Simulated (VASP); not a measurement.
# ZnGe2N (Pmmm) in VASP: a series of runs, part 2 of 2

VASP 6.6.1. The steps go on from the part before.

## 5. Single point, PBE

This run uses another cell than the first one, of 17.59 Å³/atom.

INCAR

```
SYSTEM = ZnGe2N
PREC     = Accurate       ! precision mode
ENCUT    = 520            ! plane-wave cutoff, eV
EDIFF    = 1E-7           ! SCF threshold, eV
ISMEAR   = 0              ! smearing method
SIGMA    = 0.1            ! smearing width, eV
LREAL    = .FALSE.        ! projectors in reciprocal space
LASPH    = .TRUE.         ! aspherical terms in the spheres
NELM     = 80             ! most SCF steps
ALGO     = Normal         ! electronic algorithm
ISIF     = 2              ! what is computed and relaxed
LWAVE    = .FALSE.        ! write WAVECAR
LCHARG   = .FALSE.        ! write CHGCAR
GGA      = PE             ! functional
NBANDS   = 30             ! bands
```

KPOINTS

```
Automatic mesh
0
G
  16 12 8
  0 0 0
```

POSCAR

```
ZnGe2N
1.0
    2.8616073602      0.0000000000      0.0000000000
    0.0000000000      3.9836194001      0.0000000000
    0.0000000000      0.0000000000      6.1738122926
Zn Ge N
1 2 1
Direct
    0.0000000000      0.0000000000      0.0000000000
    0.0000000000      0.5000000000      0.2694655285
    0.0000000000      0.5000000000      0.7305344715
    0.5000000000      0.5000000000      0.5000000000
```

Potentials or basis: VASP PAW PBE potentials, release 64 (Zn, Ge_d, N).

Command:

```console
cat potpaw_PBE.64/Zn/POTCAR potpaw_PBE.64/Ge_d/POTCAR potpaw_PBE.64/N/POTCAR > POTCAR
mpirun -np 1 vasp_std > vasp.out
```

OUTCAR:

```text
SYSTEM = ZnGe2N
   PREC = Accurate
   ENCUT = 520
   EDIFF = 1E-7
   ISMEAR = 0
   LREAL = .FALSE.
   LASPH = .TRUE.
   NELM = 80
   ISIF = 2
   GGA = PE

 ion  position               nearest neighbor table
   1  0.000  0.000  0.000-   2 2.60   3 2.60   2 2.60   3 2.60
   2  0.000  0.500  0.269-   4 2.02   4 2.02   1 2.60   1 2.60   3 2.85
   3  0.000  0.500  0.731-   4 2.02   4 2.02   1 2.60   1 2.60   2 2.85
   4  0.500  0.500  0.500-   2 2.02   3 2.02   2 2.02   3 2.02

  LATTYP: Found a simple orthorhombic cell.
 ALAT       =     2.8616073602
 B/A-ratio  =     1.3920915411
 C/A-ratio  =     2.1574631022

  Lattice vectors:

 A1 = (   2.8616073602,   0.0000000000,   0.0000000000)
 A2 = (   0.0000000000,   3.9836194001,   0.0000000000)
 A3 = (   0.0000000000,   0.0000000000,   6.1738122926)

Analysis of symmetry for initial positions (statically):
=====================================================================
 Subroutine PRICEL returns:
 Original cell was already a primitive cell.

 Routine SETGRP: Setting up the symmetry group for a
[... 172 lines left out ...]

 E-fermi :   4.3216     XC(G=0): -10.3134

 val. band max:        4.3202022375   @ k =   0.1875   0.2500   0.1250
 cond. band min:       4.3237410058   @ k =   0.3750   0.3333   0.5000
 fundamental gap:      0.0035387683
 Fermi energy:         4.3215558450

 k-point     1 :       0.0000    0.0000    0.0000
  band No.  band energies     occupation
      1     -20.8929      2.00000
      2     -20.8740      2.00000
      3     -20.8183      2.00000
      4     -20.8105      2.00000
      5     -20.7641      2.00000
      6     -20.7571      2.00000
[... 781 lines left out ...]
     29      11.6047      0.00000
     30      11.7584      0.00000

 [... further k-points ...]

------------------------ aborting loop because EDIFF is reached ----------------------------------------

  FORCE on cell =-STRESS in cart. coord.  units (eV):
  Direction    XX          YY          ZZ          XY          YZ          ZX
  --------------------------------------------------------------------------------------
  -------------------------------------------------------------------------------------
  Total        0.0099657      0.0256307      0.0597184      0.0000000      0.0000000      0.0000000
  in kB        0.2268702      0.5834860      1.3594951      0.0000000      0.0000000      0.0000000
  external PRESSURE =       0.7232838 kB  Pullay stress =       0.0000000 kB

 VOLUME and BASIS-vectors are now :
 -----------------------------------------------------------------------------
  energy-cutoff  :      520.00
  volume of cell :       70.38
      direct lattice vectors                 reciprocal lattice vectors
     2.861607360  0.000000000  0.000000000     0.349453952  0.000000000  0.000000000
     0.000000000  3.983619400  0.000000000     0.000000000  0.251027997  0.000000000
     0.000000000  0.000000000  6.173812293     0.000000000  0.000000000  0.161974474

 POSITION                                       TOTAL-FORCE (eV/Angst)
 -----------------------------------------------------------------------------------
      0.00000      0.00000      0.00000        -0.000000      0.000000      0.000000
      0.00000      1.99181      1.66363        -0.000000     -0.000000     -0.004637
      0.00000      1.99181      4.51018         0.000000     -0.000000      0.004637
      1.43080      1.99181      3.08691        -0.000000      0.000000      0.000000
 -----------------------------------------------------------------------------------
    total drift:                                0.000000      0.000000      0.000000

  FREE ENERGIE OF THE ION-ELECTRON SYSTEM (eV)
  ---------------------------------------------------
  free  energy   TOTEN  =       -16.8351766524 eV

  energy  without entropy=      -16.8292432445  energy(sigma->0) =      -16.83220995
```

OSZICAR:

```text
N       E                     dE             d eps       ncg     rms          rms(c)
DAV:   1     0.389498301446E+03    0.38950E+03   -0.22276E+04 22122   0.364E+03
DAV:   2     0.491029765857E+02   -0.34040E+03   -0.32517E+03 18948   0.754E+02
DAV:   3    -0.154644406710E+02   -0.64567E+02   -0.63330E+02 21600   0.194E+02
DAV:   4    -0.190616995583E+02   -0.35973E+01   -0.35810E+01 21918   0.524E+01
DAV:   5    -0.191365755402E+02   -0.74876E-01   -0.74852E-01 21060   0.817E+00    0.895E+00
DAV:   6    -0.168490330982E+02    0.22875E+01   -0.80608E+00 27934   0.425E+01    0.448E+00
DAV:   7    -0.168444900645E+02    0.45430E-02   -0.23356E+00 20318   0.109E+01    0.250E+00
DAV:   8    -0.168403674145E+02    0.41227E-02   -0.30302E-01 23178   0.345E+00    0.998E-01
DAV:   9    -0.168347915324E+02    0.55759E-02   -0.27631E-02 24506   0.142E+00    0.216E-01
DAV:  10    -0.168349387494E+02   -0.14722E-03   -0.42029E-03 22340   0.558E-01    0.143E-01
DAV:  11    -0.168352016916E+02   -0.26294E-03   -0.68031E-04 22540   0.202E-01    0.411E-02
DAV:  12    -0.168351652896E+02    0.36402E-04   -0.18968E-04 24360   0.101E-01    0.116E-02
DAV:  13    -0.168351759804E+02   -0.10691E-04   -0.52948E-05 20438   0.574E-02    0.802E-03
DAV:  14    -0.168351768698E+02   -0.88946E-06   -0.44916E-06 23732   0.158E-02    0.371E-03
DAV:  15    -0.168351766153E+02    0.25452E-06   -0.93892E-07 22550   0.120E-02    0.122E-03
DAV:  16    -0.168351766524E+02   -0.37087E-07   -0.14958E-07 16304   0.525E-03
   1 F= -.16835177E+02 E0= -.16832210E+02  d E =-.593341E-02
```

stdout:

```text
POSCAR found type information on POSCAR ZnGeN
 POSCAR found :  3 types and       4 ions
 scaLAPACK will be used
 LDA part: xc-table for (Slater+PW92), standard interpolation
 POSCAR, INCAR and KPOINTS ok, starting setup
 FFT: planning ... GRIDC
 FFT: planning ... GRID_SOFT
 FFT: planning ... GRID
 WAVECAR not read
 entering main loop
```

Run time: 3.6 min. Hardware: 1 thread of Intel Xeon 6975P-C (Granite Rapids), shared host; peak memory 0.66 GiB.

Results:

| Item | Value |
| --- | --- |
| Free energy | -16.8352 eV |
| Pressure | 0.1 GPa |
| Largest force | 0.005 eV/Å |
| Band gap on the k mesh | zero (an odd number of electrons rules out a gap without spin polarisation) |

Forces on the atoms (eV/Å):
```
Zn   0.000  0.000  0.000
Ge   0.000  0.000 -0.005
Ge   0.000  0.000  0.005
N    0.000  0.000  0.000
```

Caveat: an odd number of electrons without spin polarisation forces a metal; a magnetic or distorted state may lie lower.

## 6. Summary

| task | cell | k mesh | cutoff (eV) | gap on the mesh (eV) | pressure (GPa) | largest force (eV/Å) |
| --- | --- | --- | --- | --- | --- | --- |
| single point | a = 3.024, b = 3.601, c = 5.803 Å, 4 atoms, atomic positions A | 6 × 6 × 4 | 520 | none | 9.4 | 0.21 |
| single point | a = 2.861, b = 4.022, c = 6.162 Å, 4 atoms, atomic positions B | 6 × 6 × 4 | 520 | none | -0.1 | 0.01 |
| relaxation of cell and atoms | relaxed from a = 3.024, b = 3.601, c = 5.803 Å, 4 atoms, atomic positions A | 6 × 6 × 4 | 600 | none | 0.1 | - |
| single point | a = 2.862, b = 3.984, c = 6.174 Å, 4 atoms, atomic positions C | 16 × 12 × 8 | 520 | none | 0.1 | - |

Alike in all rows: level PBE; potentials or basis VASP PAW PBE potentials, release 64 (Zn, Ge_d, N); no spin polarisation; smearing gaussian 0.1 eV.

Caveats: some runs use coarse meshes; an odd number of electrons without spin polarisation forces a metal; a magnetic or distorted state may lie lower; the stress differs along the axes, from -5 to 18 GPa (at least some runs).

Total energies depend on the potentials used, so only differences within one code and one set of settings carry meaning.

The gap in the log of VASP goes by the Fermi energy; the results here count the filled bands.